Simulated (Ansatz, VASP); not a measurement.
# ZnO: VASP beside Ansatz

The input INCAR:

```
SYSTEM = ZnO
PREC = Accurate
ENCUT = 600
EDIFF = 1E-6
ISMEAR = 1
SIGMA = 0.2
LREAL = .FALSE.
LASPH = .TRUE.
NELM = 120
ALGO = Normal
ISIF = 2
LWAVE = .FALSE.
LCHARG = .FALSE.
GGA = PE
NBANDS = 16
GGA_COMPAT = .FALSE.
```

The input KPOINTS:

```
Automatic mesh
0
G
  6 6 6
  0 0 0
```

Contents of POSCAR:

```
ZnO
1.0
    2.6461709590      0.0000000000      0.0000000000
    0.0000000000      2.6461709590      0.0000000000
    0.0000000000      0.0000000000      2.6461709590
Zn O
1 1
Direct
    0.0000000000      0.0000000000      0.0000000000
    0.5000000000      0.5000000000      0.5000000000
```

Input for Ansatz:

```yaml
crystal:
  lattice:
    - [2.646170959, 0.0, 0.0]
    - [0.0, 2.646170959, 0.0]
    - [0.0, 0.0, 2.646170959]
  atoms:
    - { symbol: Zn, position: [0.0, 0.0, 0.0] }
    - { symbol: O, position: [0.5, 0.5, 0.5] }
kpoints:
  mp_grid: { grid: [6, 6, 6] }
hamiltonian:
  xc: pbe
scf:
  occupations: { method: cold, width: 0.2 }
  n_extra_bands: 4
output:
  forces: true
  stress: true
  eigenvalues: true
```

Alike in both runs: task single point; functional PBE; k mesh 6 × 6 × 6; no spin polarisation.

|  | VASP | Ansatz |
| --- | --- | --- |
| version | VASP 6.6.1 | Ansatz 0.2.0 |
| potentials or method | VASP PAW PBE potentials, release 64 (Zn, O) | plane waves |
| plane-wave cutoff (eV) | 600 | 420 |
| occupations | methfessel-paxton of order 1, width 0.2 eV | cold, width 0.2 eV |
| valence electrons in the cell | 18 | 18 |

|  | VASP | Ansatz | Ansatz less VASP |
| --- | --- | --- | --- |
| pressure (GPa) | 9.1 | 8.4 | -0.71 |

The k mesh is coarse, so the values compare programs but aren't converged.
